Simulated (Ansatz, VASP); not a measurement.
One calculation of C, two programs

The input POSCAR:

```
C
1.0
    0.0000000000      1.7834000000      1.7834000000
    1.7834000000      0.0000000000      1.7834000000
    1.7834000000      1.7834000000      0.0000000000
C
2
Direct
    0.5000000000      0.5000000000      0.5000000000
    0.7500000000      0.7500000000      0.7500000000
```

File INCAR.step1:

```
SYSTEM = C
PREC = Accurate
ENCUT = 910
ISMEAR = 0
SIGMA = 0.05
LREAL = .False.
LASPH = .True.
NELM = 120
NBANDS = 11
GGA = PE
ALGO = Normal
EDIFF = 1E-5
LWAVE = .True.
LCHARG = .False.
GGA_COMPAT = .False.
```

File INCAR.step2:

```
SYSTEM = C
PREC = Accurate
ENCUT = 910
EDIFF = 1E-6
ISMEAR = 0
SIGMA = 0.05
LREAL = .False.
LASPH = .True.
NELM = 120
ALGO = Normal
ISIF = 2
LWAVE = .False.
LCHARG = .False.
METAGGA = R2SCAN
LMIXTAU = .True.
NBANDS = 11
ISTART = 1
GGA_COMPAT = .False.
```

The input KPOINTS:

```
regular mesh
0
Gamma
  12 12 12
  0 0 0
```

Input for Ansatz:

```yaml
crystal:
  lattice:
    - [0.0, 1.7834, 1.7834]
    - [1.7834, 0.0, 1.7834]
    - [1.7834, 1.7834, 0.0]
  atoms:
    - { symbol: C, position: [0.5, 0.5, 0.5] }
    - { symbol: C, position: [0.75, 0.75, 0.75] }
basis:
  ecutwfc: 500
kpoints:
  mp_grid: { grid: [12, 12, 12] }
hamiltonian:
  xc: r2scan
scf:
  occupations: { method: gaussian, width: 0.05 }
output:
  forces: true
  stress: true
  eigenvalues: true
```

Alike in both runs: task single point; functional r2SCAN; k mesh 12 × 12 × 12; occupations gaussian, width 0.05 eV; no spin polarisation.

|  | VASP | Ansatz |
| --- | --- | --- |
| version | VASP 6.6.1 | Ansatz 0.2.0 |
| potentials or method | VASP PAW PBE potentials, release 64 (C_h), cutoff 910 eV | scalar-relativistic, plane waves, PAW |
| valence electrons in the cell | 8 | 8 |

```tsv
	VASP	Ansatz	Ansatz less VASP
gap on the k mesh at the Fermi level (eV)	4.37	4.37	-0.002
least direct gap on the mesh (eV)	5.88	5.88	+0.001
```

VASP's potentials were made for PBE, not for r2SCAN.

Noted on VASP's run: the cutoff is short for stress, so the pressure is rough.
